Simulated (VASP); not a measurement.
## NaCl: single point with BLYP

The system is NaCl.

```
CELL_PARAMETERS angstrom
0.00000 2.88006 2.88006
2.88006 0.00000 2.88006
2.88006 2.88006 0.00000
ATOMIC_POSITIONS crystal
Cl 0.50000 0.50000 0.50000
Na 0.00000 0.00000 0.00000
```

- Program: VASP 6.6.1
- Task: single point
- Functional: BLYP
- Potentials or basis: VASP PAW PBE potentials, release 64 (Cl, Na_pv)
- Cutoff: 520 eV
- k mesh: 8 × 8 × 8
- Occupations: fermi-dirac, width 0.05 eV
- Spin: no spin polarisation

```
Pressure               : -0.1 GPa
Band gap on the k mesh : 4.91 eV, direct
```

Levels at points of the mesh, in eV from the valence-band top:
```csv
k point,band 4,band 5,band 6,band 7,band 8,band 9,band 10,band 11
"(0.00, 0.00, 0.00)",-12.50,0.00,0.00,0.00,4.91,11.06,11.06,11.06
"(0.50, 0.00, 0.00)",-12.22,-1.73,-0.23,-0.23,7.24,10.12,10.79,10.79
"(0.50, 0.50, 0.00)",-12.18,-1.48,-0.54,-0.54,7.27,8.24,10.99,14.19
```

Wall time 28 s on 1 thread of Intel Xeon 6975P-C, with other jobs on the host, peak memory 0.17 GiB.

Caveat: the PAW data sets were made with another functional, which shifts forces and pressure a little. A k mesh can miss the band edges.
